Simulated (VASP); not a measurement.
Here is a VASP 6.6.1 calculation.

File INCAR:

```
ALGO = Normal
DIPOL = 0.5 0.5 0.500
EDIFF = 1E-6
ENCUT = 520
GGA = PE
IDIPOL = 3
ISIF = 2
ISMEAR = 0
IVDW = 12
LASPH = T
LCHARG = F
LDIPOL = T
LREAL = F
LWAVE = F
NBANDS = 12
NELM = 80
PREC = Accurate
SIGMA = 0.02
```

Contents of KPOINTS:

```
k-points
0
Gamma
  9 9 1
```

The input POSCAR:

```
P
1.0
    3.1360000000      0.0000000000      0.0000000000
   -1.5680000000      2.7158556663      0.0000000000
    0.0000000000      0.0000000000     28.0000000000
P
2
Direct
    0.3333333333      0.6666666667      0.5000000000
    0.6666666667      0.3333333333      0.5000000000
```

Potentials or basis: VASP PAW PBE potentials, release 64 (P).

The run is started by

```console
$ cat potpaw_PBE.64/P/POTCAR > POTCAR
$ mpirun -np 1 vasp_std > vasp.out
```

Question: Predict the dispersion energy per atom.

Answer: -0.241 eV.

Question: Estimate the band gap on the k mesh.

Answer: Zero (bands 5 and 6 overlap by 2.01 eV).
